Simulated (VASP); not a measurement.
# Ge (I4_1/amd) in VASP: relaxation of the atoms with PBEsol

Aim: the relaxation of the atoms of Ge with PBEsol.

Everything below comes from runs of VASP 6.6.1. Logs are shortened: lines on timing, memory, paths and dates and some standing lists are left out, and cuts for length are marked.

### 1 The cell of the first run

Symmetry: I4_1/amd, No. 141, tetragonal system. Conventional cell: a = 4.025 Å, b = 4.025 Å, c = 5.619 Å, α = 90.00°, β = 90.00°, γ = 90.00°. Within 3.2 Å of Ge (site symmetry -4m2) lie 4 Ge at 2.45 Å.

### 2 Relaxation of the atoms, PBEsol (strained cell)

INCAR

```
ALGO = Normal ; EDIFF = 1E-7
EDIFFG = -0.002 ; ENCUT = 450
GGA = PS ; GGA_COMPAT = F
IBRION = 2 ; ISIF = 2
ISMEAR = 0 ; LASPH = T
LCHARG = F ; LREAL = F
LWAVE = F ; NELM = 120
NELMIN = 4 ; NSW = 60
PREC = Accurate ; SIGMA = 0.1
```

KPOINTS

```
k-points
0
Gamma
  12 12 12
```

POSCAR

```
Ge
1.0
    0.0000000000      2.8460064839      2.8094867364
    2.8460064839      0.0000000000      2.8094867364
    2.8460064839      2.8460064839      0.0000000000
Ge
2
Direct
    0.0000000000      0.0000000000      0.0000000000
    0.2500000000      0.2500000000      0.2500000000
```

Potentials or basis: VASP PAW PBE potentials, release 64 (Ge_d).

Launch:

```sh
$ cat potpaw_PBE.64/Ge_d/POTCAR > POTCAR
$ mpirun -np 1 vasp_std > vasp.out
```

OUTCAR:

```text
EDIFF = 1E-7
   EDIFFG = -0.002
   ENCUT = 450
   GGA = PS
   IBRION = 2
   ISIF = 2
   ISMEAR = 0
   LASPH = T
   LREAL = F
   NELM = 120
   NELMIN = 4
   NSW = 60
   PREC = Accurate

 ion  position               nearest neighbor table
   1  0.000  0.000  0.000-   2 2.45   2 2.45   2 2.45   2 2.45
   2  0.250  0.250  0.250-   1 2.45   1 2.45   1 2.45   1 2.45

  LATTYP: Found a body centered tetragonal cell.
 ALAT       =     4.0248609681
 C/A-ratio  =     1.3960664771

  Lattice vectors:

 A1 = (   0.0000000000,  -2.8460064839,  -2.8094867364)
 A2 = (   0.0000000000,   2.8460064839,  -2.8094867364)
 A3 = (   2.8460064839,   0.0000000000,   2.8094867364)

Analysis of symmetry for initial positions (statically):
=====================================================================
 Subroutine PRICEL returns:
 Original cell was already a primitive cell.

 Routine SETGRP: Setting up the symmetry group for a
 body centered tetragonal supercell.

 Subroutine GETGRP returns: Found 16 space group operations
 (whereof  8 operations were pure point group operations)
 out of a pool of 16 trial point group operations.

The static configuration has the point symmetry D_2d.
 The point group associated with its full space group is D_4h.

Analysis of symmetry for dynamics (positions and initial velocities):
=====================================================================
 Subroutine PRICEL returns:
 Original cell was already a primitive cell.

 Routine SETGRP: Setting up the symmetry group for a
 body centered tetragonal supercell.

 Subroutine GETGRP returns: Found 16 space group operations
 (whereof  8 operations were pure point group operations)
 out of a pool of 16 trial point group operations.

The dynamic configuration has the point symmetry D_2d.
 The point group associated with its full space group is D_4h.

 Subroutine INISYM returns: Found 16 space group operations
 (whereof  8 operations are pure point group operations),
 and found     1 'primitive' translations

----------------------------------------------------------------------------------------

                                     Primitive cell

  volume of cell :      45.5123

  direct lattice vectors                    reciprocal lattice vectors
     0.000000000  2.846006484  2.809486736    -0.175684772  0.175684772  0.177968450
     2.846006484  0.000000000  2.809486736     0.175684772 -0.175684772  0.177968450
     2.846006484  2.846006484  0.000000000     0.175684772  0.175684772 -0.177968450

  length of vectors
     3.999120982  3.999120982  4.024860968     0.305619121  0.305619121  0.305619121

  position of ions in fractional coordinates (direct lattice)
     0.000000000  0.000000000  0.000000000
     0.250000000  0.250000000  0.250000000

  ion indices of the primitive-cell ions
   primitive index   ion index
                 1           1
                 2           2

----------------------------------------------------------------------------------------

 KPOINTS: k-points

Automatic generation of k-mesh.
 Grid dimensions read from file:
 generate k-points for:   12   12   12

 Generating k-lattice:

  Cartesian coordinates                     Fractional coordinates (reciprocal lattice)
    -0.014640398  0.014640398  0.014830704     0.083333333 -0.000000000  0.000000000
     0.014640398 -0.014640398  0.014830704    -0.000000000  0.083333333  0.000000000
     0.014640398  0.014640398 -0.014830704     0.000000000  0.000000000  0.083333333

  Length of vectors
     0.025468260  0.025468260  0.025468260

  Shift w.r.t. Gamma in fractional coordinates (k-lattice)
     0.000000000  0.000000000  0.000000000

 Subroutine IBZKPT returns following result:
 ===========================================

 Found    163 irreducible k-points:

 Following reciprocal coordinates:
            Coordinates               Weight
  0.000000  0.000000  0.000000      1.000000
  0.083333  0.000000  0.000000      8.000000
  0.166667  0.000000  0.000000      8.000000
  0.250000  0.000000  0.000000      8.000000
  0.333333  0.000000  0.000000      8.000000
  0.416667 -0.000000  0.000000      8.000000
[... 16 lines left out ...]
  0.500000  0.166667  0.000000      8.000000
 -0.416667  0.166667  0.000000      8.000000
 [... further k-points ...]
   k-points           NKPTS =    163   k-points in BZ     NKDIM =    163   number of bands    NBANDS=     18
   number of dos      NEDOS =    301   number of ions     NIONS =      2
   total plane-waves  NPLWV =  21952
   dimension x,y,z NGX =    28 NGY =   28 NGZ =   28
   dimension x,y,z NGXF=    56 NGYF=   56 NGZF=   56
   ions per type =               2
   NGX,Y,Z   is equivalent  to a cutoff of  11.64, 11.64, 11.57 a.u.
   NGXF,Y,Z  is equivalent  to a cutoff of  23.28, 23.28, 23.13 a.u.
 SYSTEM =  unknown system
   PREC   = accura    normal or accurate (medium, high low for compatibility)
   ISTART =      0    job   : 0-new  1-cont  2-samecut
   ICHARG =      2    charge: 1-file 2-atom 10-const
   ISPIN  =      1    spin polarized calculation?
   LNONCOLLINEAR =      F non collinear calculations
   LSORBIT =      F    spin-orbit coupling
   LASPH  =      T    aspherical Exc in radial PAW
   ENCUT  =  450.0 eV  33.07 Ry    5.75 a.u.   6.92  6.92  6.96*2*pi/ulx,y,z
   NELM   =    120;   NELMIN=  4; NELMDL= -5     # of ELM steps
   EDIFF  = 0.1E-06   stopping-criterion for ELM
   LREAL  =      F    real-space projection
   EDIFFG = -.2E-02   stopping-criterion for IOM
   NSW    =     60    number of steps for IOM
   IBRION =      2    ionic relax: 0-MD 1-quasi-New 2-CG
   NFREE  =      1    steps in history (QN), initial steepest desc. (CG)
   ISIF   =      2    stress and relaxation
   ISYM   =      2    0-nonsym 1-usesym 2-fastsym
   POTIM  = 0.5000    time-step for ionic-motion
   TEBEG  =    0.0;   TEEND  =   0.0 temperature during run
   PSTRESS=    0.0 pullay stress
   NELECT =      28.0000    total number of electrons
   NUPDOWN=      -1.0000    fix difference up-down
   EMIN   =  10.00;   EMAX   =-10.00  energy-range for DOS
   EFERMI =   0.00;   METHOD = LEGACY
   ISMEAR =     0;   SIGMA  =   0.10  broadening in eV -4-tet -1-fermi 0-gaus
   EFERMI_NEDOS =   21; number of points for ismear=-14 and -15
   IALGO  =     38    algorithm
   IMIX   =      4    mixing-type and parameters
     AMIX     =   0.40;   BMIX     =  1.00
     AMIX_MAG =   1.60;   BMIX_MAG =  1.00
  volume/ion in A,a.u.               =      22.76       153.57
  Fermi-wavevector in a.u.,A,eV,Ry     =   1.392359  2.631177 26.377123  1.938664
  Thomas-Fermi vector in A             =   2.516109
   LORBIT       =      0    0 simple, 1 ext, 2 COOP (PROOUT), +10 PAW based schemes
   GGA     = PS    functional components
   LHFCALC =     F    Hartree Fock is set to
   AEXX    =    0.0000 exact exchange contribution
   IVDW    =     0    specifies the selected vdW correction
   LEPSILON=     F    determine dielectric tensor
   LRPA    =     F    only Hartree local field effects (RPA)
 conjugate gradient relaxation of ions
 non-spin polarized calculation
 Gauss-broadening in eV      SIGMA  =   0.10
  energy-cutoff  :      450.00
  volume of cell :       45.51
 maximum number of plane-waves:      1002
   NGX = 13   NGY = 13   NGZ = 13

 number of electron      27.9999982 magnetization

 Free energy of the ion-electron system (eV)
  ---------------------------------------------------
  ext. energy  EPLUGINS =         0.00000000
  ---------------------------------------------------
  free energy    TOTEN  =        -9.87161759 eV

  energy without entropy =       -9.87137707  energy(sigma->0) =       -9.87149733

 E-fermi :   4.8283     XC(G=0): -10.1044

 val. band max:        4.7776046932   @ k =   0.0000   0.0000   0.0000
 cond. band min:       4.8758216417   @ k =   0.0000   0.0000   0.0000
 fundamental gap:      0.0982169486
 Fermi energy:         4.8282877607

 k-point     1 :       0.0000    0.0000    0.0000
  band No.  band energies     occupation
      1     -19.9472      2.00000
      2     -19.9441      2.00000
      3     -19.9441      2.00000
      4     -19.9097      2.00000
      5     -19.9086      2.00000
      6     -19.7017      2.00000
[... 10 lines left out ...]
     17       7.3621      0.00000
     18       7.3621      0.00000

 k-point     2 :       0.0833    0.0000    0.0000
  band No.  band energies     occupation
      1     -19.9506      2.00000
      2     -19.9484      2.00000
      3     -19.9438      2.00000
      4     -19.9038      2.00000
      5     -19.9029      2.00000
      6     -19.7074      2.00000
[... 10 lines left out ...]
     17       7.5827      0.00000
     18       7.7275      0.00000

 k-point     3 :       0.1667    0.0000    0.0000
  band No.  band energies     occupation
      1     -19.9581      2.00000
      2     -19.9559      2.00000
      3     -19.9410      2.00000
      4     -19.8923      2.00000
      5     -19.8916      2.00000
      6     -19.7177      2.00000
[... 10 lines left out ...]
     17       8.0415      0.00000
     18       8.9044      0.00000

 k-point     4 :       0.2500    0.0000    0.0000
  band No.  band energies     occupation
      1     -19.9646      2.00000
      2     -19.9620      2.00000
      3     -19.9367      2.00000
      4     -19.8810      2.00000
      5     -19.8806      2.00000
      6     -19.7266      2.00000
[... 375 lines left out ...]
      4     -19.8630      2.00000
      5     -19.8447      2.00000
      6     -19.7748      2.00000
[... 10 lines left out ...]
     17       9.9453      0.00000
     18       9.9898      0.00000

 k-point    23 :       0.5000    0.1667    0.0000
  band No.  band energies     occupation
      1     -19.9865      2.00000
      2     -19.9712      2.00000
      3     -19.9097      2.00000
      4     -19.8541      2.00000
      5     -19.8481      2.00000
      6     -19.7680      2.00000
[... 10 lines left out ...]
     17       9.7139      0.00000
     18      11.0420      0.00000

 k-point    24 :      -0.4167    0.1667    0.0000
  band No.  band energies     occupation
      1     -19.9872      2.00000
      2     -19.9736      2.00000
      3     -19.9045      2.00000
      4     -19.8568      2.00000
      5     -19.8477      2.00000
      6     -19.7545      2.00000
[... 10 lines left out ...]
     17       9.4687      0.00000
     18      12.2372      0.00000

 [... further k-points ...]
[... 5 lines left out ...]
  --------------------------------------------------------------------------------------
  -------------------------------------------------------------------------------------
  Total       -0.1086574     -0.1086574      0.1441636      0.0000000      0.0000000      0.0000000
  in kB       -3.8250861     -3.8250861      5.0750149      0.0000000      0.0000000      0.0000000
  external PRESSURE =      -0.8583857 kB  Pullay stress =       0.0000000 kB

 VOLUME and BASIS-vectors are now :
 -----------------------------------------------------------------------------
  energy-cutoff  :      450.00
  volume of cell :       45.51
      direct lattice vectors                 reciprocal lattice vectors
     0.000000000  2.846006484  2.809486736    -0.175684772  0.175684772  0.177968450
     2.846006484  0.000000000  2.809486736     0.175684772 -0.175684772  0.177968450
     2.846006484  2.846006484  0.000000000     0.175684772  0.175684772 -0.177968450

 POSITION                                       TOTAL-FORCE (eV/Angst)
 -----------------------------------------------------------------------------------
      0.00000      0.00000      0.00000        -0.000000     -0.000000      0.000000
      1.42300      1.42300      1.40474         0.000000      0.000000     -0.000000
 -----------------------------------------------------------------------------------
    total drift:                                0.000000      0.000000      0.000000

  FREE ENERGIE OF THE ION-ELECTRON SYSTEM (eV)
  ---------------------------------------------------
  free  energy   TOTEN  =        -9.8716175879 eV

  energy  without entropy=       -9.8713770718  energy(sigma->0) =       -9.87149733

 reached required accuracy - stopping structural energy minimisation
```

It took 2.2 min on 1 thread of Intel Xeon 8259CL, shared host; peak memory 0.22 GiB.

What came out:

| Property | Result |
| --- | --- |
| Free energy | -9.8716 eV |
| Pressure after relaxing | -0.1 GPa |
| Band gap on the k mesh | 0.10 eV, direct |

Final structure:
```cif
data_structure
_symmetry_space_group_name_H-M 'P 1'
_symmetry_Int_Tables_number 1
_cell_length_a 3.9991
_cell_length_b 3.9991
_cell_length_c 4.0249
_cell_angle_alpha 59.787
_cell_angle_beta 59.787
_cell_angle_gamma 60.426
_cell_volume 45.51
loop_
_atom_site_label
_atom_site_type_symbol
_atom_site_fract_x
_atom_site_fract_y
_atom_site_fract_z
_atom_site_occupancy
Ge1 Ge 0.00000 0.00000 0.00000 1
Ge2 Ge 0.25000 0.25000 0.25000 1
```

Caveat: the cell differs from its parent crystal (strained cell); the relaxation stopped at its first step, so nothing moved; the PAW data sets were made with another functional, which shifts forces and pressure a little.
